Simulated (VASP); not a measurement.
**SiO2 (Cristobalite): single point with PBE**

The system is SiO2 (Cristobalite).

```
Si O
1.0
     4.90280    0.00000    0.00000
     0.00000    4.90280    0.00000
     0.00000    0.00000    6.77820
Si O
4 8
Direct
  0.31261 0.31261 0.00000
  0.18739 0.81261 0.25000
  0.68739 0.68739 0.50000
  0.81261 0.18739 0.75000
  0.23338 0.13096 0.19238
  0.36904 0.73338 0.44238
  0.76662 0.86904 0.69238
  0.63096 0.26662 0.94238
  0.73338 0.36904 0.55762
  0.86904 0.76662 0.30762
  0.26662 0.63096 0.05762
  0.13096 0.23338 0.80762
```

```json
{
 "Program": "VASP 6.6.1",
 "Task": "single point",
 "Functional": "PBE",
 "Potentials or basis": "VASP PAW PBE potentials, release 64 (Si, O)",
 "Cutoff": "520 eV",
 "k mesh": "5 × 5 × 4",
 "Occupations": "fermi-dirac, width 0.02 eV",
 "Spin": "no spin polarisation",
 "Dipole correction": "no",
 "Further INCAR settings": "ALGO = Normal; EDIFF = 1e-06; NBANDS = 44"
}
```

* Pressure: 2.4 GPa
* Largest force: 0.028 eV/Å
* Band gap on the k mesh: 5.69 eV, direct

Forces on the atoms (eV/Å):
```
Si   0.020  0.020  0.000
Si  -0.020  0.020  0.000
Si  -0.020 -0.020  0.000
Si   0.020 -0.020  0.000
O    0.007  0.008 -0.006
O   -0.008  0.007 -0.006
O   -0.007 -0.008 -0.006
O    0.008 -0.007 -0.006
O    0.007 -0.008  0.006
O   -0.008 -0.007  0.006
O   -0.007  0.008  0.006
O    0.008  0.007  0.006
```

Stress tensor (GPa, compression positive):
```
2.59 0.00 0.00
0.00 2.59 0.00
0.00 0.00 2.17
```

Levels at points of the mesh, in eV from the valence-band top:
| k point | band 30 | band 31 | band 32 | band 33 | band 34 | band 35 |
| --- | --- | --- | --- | --- | --- | --- |
| (0.00, 0.00, 0.00) | -0.42 | -0.42 | 0.00 | 5.69 | 8.81 | 8.81 |
| (0.00, 0.00, 0.50) | -0.62 | -0.37 | -0.37 | 7.03 | 7.03 | 9.24 |

Wall time 110 s on 1 thread of Intel(R) Xeon(R) Platinum 8259CL CPU @ 2.50GHz (Skylake/Cascade Lake), on a shared host, peak memory 0.27 GiB.

A k mesh can miss the band edges.
